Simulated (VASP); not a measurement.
# Ru (P4/mmm) in VASP: single point with PBEsol

Aim: the single point of Ru with PBEsol.

Everything below comes from runs of VASP 6.6.1. Logs are shortened: lines on timing, memory, paths and dates and some standing lists are left out, and cuts for length are marked.

### 1 The cell of the first run

The structure is tetragonal, space group P4/mmm (No. 123). The conventional cell has a = 2.877 Å, b = 2.877 Å, c = 4.805 Å, α = 90.00°, β = 90.00°, γ = 90.00°. Within 3.8 Å of Ru (site symmetry 4/mmm) lie 4 Ru at 2.88 Å.

### 2 Single point, PBEsol

Input file INCAR:

```
PREC     = Accurate       # precision mode
ENCUT    = 520            # plane-wave cutoff, eV
EDIFF    = 1E-7           # SCF threshold, eV
ISMEAR   = 0              # smearing method
SIGMA    = 0.05           # smearing width, eV
LREAL    = False          # projectors in reciprocal space
LASPH    = True           # aspherical terms in the spheres
NELM     = 60             # most SCF steps
ALGO     = Normal         # electronic algorithm
ISIF     = 2              # what is computed and relaxed
LWAVE    = False          # write WAVECAR
LCHARG   = False          # write CHGCAR
GGA      = PS             # functional
NBANDS   = 21             # bands
```

Input file KPOINTS:

```
Automatic mesh
0
Gamma
  8 8 8
```

Input file POSCAR:

```
Ru
1.0
   -2.0342200000      2.0342200000      4.8054020000
    2.0342200000     -2.0342200000      4.8054020000
    2.0342200000      2.0342200000     -4.8054020000
Ru
2
Direct
    0.2500000000      0.7500000000      0.5000000000
    0.7500000000      0.2500000000      0.5000000000
```

Potentials or basis: VASP PAW PBE potentials, release 64 (Ru_pv).

Launch:

```sh
> cat potpaw_PBE.64/Ru_pv/POTCAR > POTCAR
> mpirun -np 1 vasp_std > vasp.out
```

OUTCAR:

```text
PREC = Accurate
   ENCUT = 520
   EDIFF = 1E-7
   ISMEAR = 0
   LREAL = False
   LASPH = True
   NELM = 60
   ISIF = 2
   GGA = PS

 ion  position               nearest neighbor table
   1  0.250  0.750  0.500-   2 2.88   2 2.88   2 2.88   2 2.88
   2  0.750  0.250  0.500-   1 2.88   1 2.88   1 2.88   1 2.88

  LATTYP: Found a body centered tetragonal cell.
 ALAT       =     4.0684400000
 C/A-ratio  =     2.3622823490

  Lattice vectors:

 A1 = (  -2.0342200000,   2.0342200000,   4.8054020000)
 A2 = (   2.0342200000,  -2.0342200000,   4.8054020000)
 A3 = (   2.0342200000,   2.0342200000,  -4.8054020000)

Analysis of symmetry for initial positions (statically):
=====================================================================
 Subroutine PRICEL returns following result:

  LATTYP: Found a simple tetragonal cell.
 ALAT       =     2.8768215129
 C/A-ratio  =     1.6703858681

  Lattice vectors:

 A1 = (  -2.0342200000,   2.0342200000,   0.0000000000)
 A2 = (   2.0342200000,   2.0342200000,   0.0000000000)
 A3 = (   0.0000000000,   0.0000000000,  -4.8054020000)

   2 primitive cells build up your supercell.

 Routine SETGRP: Setting up the symmetry group for a
 body centered tetragonal supercell.

 Subroutine GETGRP returns: Found 16 space group operations
 (whereof 16 operations were pure point group operations)
 out of a pool of 16 trial point group operations.

The static configuration has the point symmetry D_4h.

Analysis of symmetry for dynamics (positions and initial velocities):
=====================================================================
 Subroutine PRICEL returns following result:

  LATTYP: Found a simple tetragonal cell.
 ALAT       =     2.8768215129
 C/A-ratio  =     1.6703858681

  Lattice vectors:

 A1 = (  -2.0342200000,   2.0342200000,   0.0000000000)
 A2 = (   2.0342200000,   2.0342200000,   0.0000000000)
 A3 = (   0.0000000000,   0.0000000000,  -4.8054020000)

   2 primitive cells build up your supercell.

 Routine SETGRP: Setting up the symmetry group for a
 body centered tetragonal supercell.

 Subroutine GETGRP returns: Found 16 space group operations
 (whereof 16 operations were pure point group operations)
 out of a pool of 16 trial point group operations.

The dynamic configuration has the point symmetry D_4h.

 Subroutine INISYM returns: Found 16 space group operations
 (whereof 16 operations are pure point group operations),
 and found     2 'primitive' translations

----------------------------------------------------------------------------------------

                                     Primitive cell

  volume of cell :      39.7700

  direct lattice vectors                    reciprocal lattice vectors
    -2.034220000  2.034220000  0.000000000    -0.245794457  0.245794457  0.000000000
     2.034220000  2.034220000  0.000000000     0.245794457  0.245794457  0.000000000
     0.000000000  0.000000000 -4.805402000     0.000000000  0.000000000 -0.208099135

  length of vectors
     2.876821513  2.876821513  4.805402000     0.347605854  0.347605854  0.208099135

  position of ions in fractional coordinates (direct lattice)
     0.500000000  0.500000000  0.500000000

  ion indices of the primitive-cell ions
   primitive index   ion index
                 1           1

----------------------------------------------------------------------------------------

 KPOINTS: Automatic mesh

Automatic generation of k-mesh.
 Grid dimensions read from file:
 generate k-points for:    8    8    8

 Generating k-lattice:

  Cartesian coordinates                     Fractional coordinates (reciprocal lattice)
     0.000000000  0.030724307  0.013006196     0.125000000  0.000000000  0.000000000
     0.030724307  0.000000000  0.013006196     0.000000000  0.125000000  0.000000000
     0.030724307  0.030724307  0.000000000     0.000000000  0.000000000  0.125000000

  Length of vectors
     0.033363815  0.033363815  0.043450732

  Shift w.r.t. Gamma in fractional coordinates (k-lattice)
     0.000000000  0.000000000  0.000000000

 Subroutine IBZKPT returns following result:
 ===========================================

 Found     59 irreducible k-points:

 Following reciprocal coordinates:
            Coordinates               Weight
  0.000000  0.000000  0.000000      1.000000
  0.125000  0.000000 -0.000000      8.000000
  0.250000  0.000000 -0.000000      8.000000
  0.375000  0.000000  0.000000      8.000000
  0.500000  0.000000 -0.000000      4.000000
  0.125000  0.125000 -0.000000      8.000000
[... 16 lines left out ...]
  0.250000  0.125000  0.125000     16.000000
  0.375000  0.125000  0.125000      8.000000
 [... further k-points ...]
   k-points           NKPTS =     59   k-points in BZ     NKDIM =     59   number of bands    NBANDS=     21
   number of dos      NEDOS =    301   number of ions     NIONS =      2
   total plane-waves  NPLWV =  74088
   dimension x,y,z NGX =    42 NGY =   42 NGZ =   42
   dimension x,y,z NGXF=    84 NGYF=   84 NGZF=   84
   ions per type =               2
   NGX,Y,Z   is equivalent  to a cutoff of  12.47, 12.47, 12.47 a.u.
   NGXF,Y,Z  is equivalent  to a cutoff of  24.93, 24.93, 24.93 a.u.
 SYSTEM =  unknown system
   PREC   = accura    normal or accurate (medium, high low for compatibility)
   ISTART =      0    job   : 0-new  1-cont  2-samecut
   ICHARG =      2    charge: 1-file 2-atom 10-const
   ISPIN  =      1    spin polarized calculation?
   LNONCOLLINEAR =      F non collinear calculations
   LSORBIT =      F    spin-orbit coupling
   LASPH  =      T    aspherical Exc in radial PAW
   ENCUT  =  520.0 eV  38.22 Ry    6.18 a.u.  10.41 10.41 10.41*2*pi/ulx,y,z
   NELM   =     60;   NELMIN=  2; NELMDL= -5     # of ELM steps
   EDIFF  = 0.1E-06   stopping-criterion for ELM
   LREAL  =      F    real-space projection
   EDIFFG = 0.1E-05   stopping-criterion for IOM
   NSW    =      0    number of steps for IOM
   IBRION =     -1    ionic relax: 0-MD 1-quasi-New 2-CG
   NFREE  =      0    steps in history (QN), initial steepest desc. (CG)
   ISIF   =      2    stress and relaxation
   ISYM   =      2    0-nonsym 1-usesym 2-fastsym
   POTIM  = 0.5000    time-step for ionic-motion
   TEBEG  =    0.0;   TEEND  =   0.0 temperature during run
   PSTRESS=    0.0 pullay stress
   NELECT =      28.0000    total number of electrons
   NUPDOWN=      -1.0000    fix difference up-down
   EMIN   =  10.00;   EMAX   =-10.00  energy-range for DOS
   EFERMI =   0.00;   METHOD = LEGACY
   ISMEAR =     0;   SIGMA  =   0.05  broadening in eV -4-tet -1-fermi 0-gaus
   EFERMI_NEDOS =   21; number of points for ismear=-14 and -15
   IALGO  =     38    algorithm
   IMIX   =      4    mixing-type and parameters
     AMIX     =   0.40;   BMIX     =  1.00
     AMIX_MAG =   1.60;   BMIX_MAG =  1.00
  volume/ion in A,a.u.               =      39.77       268.38
  Fermi-wavevector in a.u.,A,eV,Ry     =   1.155932  2.184395 18.179819  1.336179
  Thomas-Fermi vector in A             =   2.292557
   LORBIT       =      0    0 simple, 1 ext, 2 COOP (PROOUT), +10 PAW based schemes
   GGA     = PS    functional components
   LHFCALC =     F    Hartree Fock is set to
   AEXX    =    0.0000 exact exchange contribution
   IVDW    =     0    specifies the selected vdW correction
   LEPSILON=     F    determine dielectric tensor
   LRPA    =     F    only Hartree local field effects (RPA)
 non-spin polarized calculation
 Gauss-broadening in eV      SIGMA  =   0.05
  energy-cutoff  :      520.00
  volume of cell :       79.54
 maximum number of plane-waves:      2161
 NGX is ok and might be reduce to    42
   NGX = 21   NGY = 21   NGZ = 21

 number of electron      28.0000001 magnetization

 Free energy of the ion-electron system (eV)
  ---------------------------------------------------
  ext. energy  EPLUGINS =         0.00000000
  ---------------------------------------------------
  free energy    TOTEN  =       -11.50218386 eV

  energy without entropy =      -11.49480773  energy(sigma->0) =      -11.49849580

 E-fermi :   0.8312     XC(G=0):  -8.1272

 val. band max:        0.8310302698   @ k =   0.2500   0.2500   0.1250
 cond. band min:       0.8368197859   @ k =  -0.2500   0.5000   0.2500
 fundamental gap:      0.0057895160
 Fermi energy:         0.8311642294

 k-point     1 :       0.0000    0.0000    0.0000
  band No.  band energies     occupation
      1     -41.2930      2.00000
      2     -41.2930      2.00000
      3     -41.0510      2.00000
      4     -41.0510      2.00000
      5     -41.0328      2.00000
      6     -40.9816      2.00000
[... 13 lines left out ...]
     20       7.5694      0.00000
     21       8.5625      0.00000

 k-point     2 :       0.1250    0.0000   -0.0000
  band No.  band energies     occupation
      1     -41.2845      2.00000
      2     -41.2839      2.00000
      3     -41.0610      2.00000
      4     -41.0604      2.00000
      5     -41.0309      2.00000
      6     -40.9835      2.00000
[... 13 lines left out ...]
     20       8.0561      0.00000
     21       8.8553      0.00000

 k-point     3 :       0.2500    0.0000   -0.0000
  band No.  band energies     occupation
      1     -41.2600      2.00000
      2     -41.2580      2.00000
      3     -41.0890      2.00000
      4     -41.0869      2.00000
      5     -41.0252      2.00000
      6     -40.9890      2.00000
[... 13 lines left out ...]
     20       8.3100      0.00000
     21       9.1599      0.00000
[... 457 lines left out ...]
 k-point    23 :       0.2500    0.1250    0.1250
  band No.  band energies     occupation
      1     -41.3032      2.00000
      2     -41.2385      2.00000
      3     -41.1122      2.00000
      4     -41.0459      2.00000
      5     -41.0138      2.00000
      6     -41.0000      2.00000
[... 13 lines left out ...]
     20       6.8407      0.00000
     21       7.7475      0.00000

 k-point    24 :       0.3750    0.1250    0.1250
  band No.  band energies     occupation
      1     -41.2790      2.00000
      2     -41.2790      2.00000
      3     -41.0714      2.00000
      4     -41.0714      2.00000
      5     -41.0069      2.00000
      6     -41.0069      2.00000
[... 13 lines left out ...]
     20       6.6869      0.00000
     21       8.1131      0.00000

 [... further k-points ...]

------------------------ aborting loop because EDIFF is reached ----------------------------------------

  FORCE on cell =-STRESS in cart. coord.  units (eV):
  Direction    XX          YY          ZZ          XY          YZ          ZX
  --------------------------------------------------------------------------------------
  -------------------------------------------------------------------------------------
  Total      -14.0534322    -14.0534322     -1.3682393      0.0000000      0.0000000      0.0000000
  in kB     -283.0788550   -283.0788550    -27.5605002      0.0000000      0.0000000      0.0000000
  external PRESSURE =    -197.9060701 kB  Pullay stress =       0.0000000 kB

 VOLUME and BASIS-vectors are now :
 -----------------------------------------------------------------------------
  energy-cutoff  :      520.00
  volume of cell :       79.54
      direct lattice vectors                 reciprocal lattice vectors
    -2.034220000  2.034220000  4.805402000     0.000000000  0.245794457  0.104049568
     2.034220000 -2.034220000  4.805402000     0.245794457  0.000000000  0.104049568
     2.034220000  2.034220000 -4.805402000     0.245794457  0.245794457  0.000000000

 POSITION                                       TOTAL-FORCE (eV/Angst)
 -----------------------------------------------------------------------------------
      2.03422     -0.00000      2.40270        -0.000000     -0.000000      0.000000
     -0.00000      2.03422      2.40270         0.000000      0.000000     -0.000000
 -----------------------------------------------------------------------------------
    total drift:                                0.000000     -0.000000     -0.000000

  FREE ENERGIE OF THE ION-ELECTRON SYSTEM (eV)
  ---------------------------------------------------
  free  energy   TOTEN  =       -11.5021838557 eV

  energy  without entropy=      -11.4948077344  energy(sigma->0) =      -11.49849580
```

Run time: 2.6 min. Hardware: 1 thread of Oxide Virtual Turin-like, shared host; peak memory 0.25 GiB.

Results:

```yaml
Free_energy: -11.5022 eV
Pressure: -19.8 GPa
Band_gap_on_the_k_mesh: zero (bands 14 and 15 overlap by 0.82 eV)
```

Caveat: the stress differs along the axes, from -28 to -3 GPa; the PAW data sets were made with another functional, which shifts forces and pressure a little.
